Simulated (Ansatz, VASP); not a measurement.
EuPt3 in VASP and in Ansatz

```xyz
4
Lattice="0.0000 3.2871 3.2871 3.2871 0.0000 3.2871 3.2871 3.2871 0.0000" Properties=species:S:1:pos:R:3 pbc="T T T"
Eu    0.0000    0.0000    0.0000
Pt    3.2871    3.2871    3.2871
Pt    1.6436    1.6436    1.6436
Pt    4.9307    4.9307    4.9307
```

Alike in both runs: task single point; functional PBEsol; k mesh 8 × 8 × 8; occupations gaussian, width 0.05 eV; collinear spin.

|  | VASP | Ansatz |
| --- | --- | --- |
| version | VASP 6.6.1 | Ansatz 0.2.0 |
| potentials or method | VASP PAW PBE potentials, release 64 (Eu, Pt), cutoff 520 eV | scalar-relativistic, plane waves, PAW |
| valence electrons in the cell | 47 | 71 |

Ansatz gave:

- gap on the k mesh at the Fermi level (eV): none
- pressure (GPa): 0.0
- net moment per atom (μB): 1.64
- size of the moment on the site where the two differ most (μB): 6.38

Task: What did VASP give for the same quantities?

Result: gap on the k mesh at the Fermi level (eV): none; pressure (GPa): 0.0; net moment per atom (μB): 1.64; size of the moment on the site where the two differ most (μB): 6.30.

VASP's potentials were made for PBE, not for PBEsol. Site moments also hang on the region over which each program counts them. A gap of «none» marks a metal or a gap that the smearing closes. With one functional, cell and mesh, what is left measures potentials, basis and numerics. VASP's potentials hold 47 valence electrons a cell and Ansatz's 71, so a difference there can come from the potentials and not from the codes. Ansatz's warnings: given moment on shells.

Spin-orbit coupling is off throughout.
